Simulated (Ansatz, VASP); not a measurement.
## Two plane-wave programs on BaTiO3

```
Ba Ti O
1.0
     3.96391    0.00000    0.00000
     0.00000    2.85780    2.87401
     0.00000   -2.85780    2.87401
Ba Ti O
1 1 3
Direct
  0.00000 0.00834 0.00834
  0.50000 0.52389 0.52389
  0.00000 0.49023 0.49023
  0.50000 0.49418 0.98024
  0.50000 0.98024 0.49418
```

Alike in both runs: task single point; functional PBE; k mesh 6 × 6 × 6; no spin polarisation.

```csv
,VASP,Ansatz
version,VASP 6.6.1,Ansatz 0.2.0
potentials or method,"VASP PAW PBE potentials, release 64 (Ba_sv, Ti_sv, O)","plane waves, PAW"
plane-wave cutoff (eV),520,420
occupations,"gaussian, width 0.01 eV",fixed
valence electrons in the cell,40,40
```

|  | VASP | Ansatz | Ansatz less VASP |
| --- | --- | --- | --- |
| gap on the k mesh at the Fermi level (eV) | 2.24 | 2.29 | +0.054 |

Neither program's run includes spin-orbit coupling.
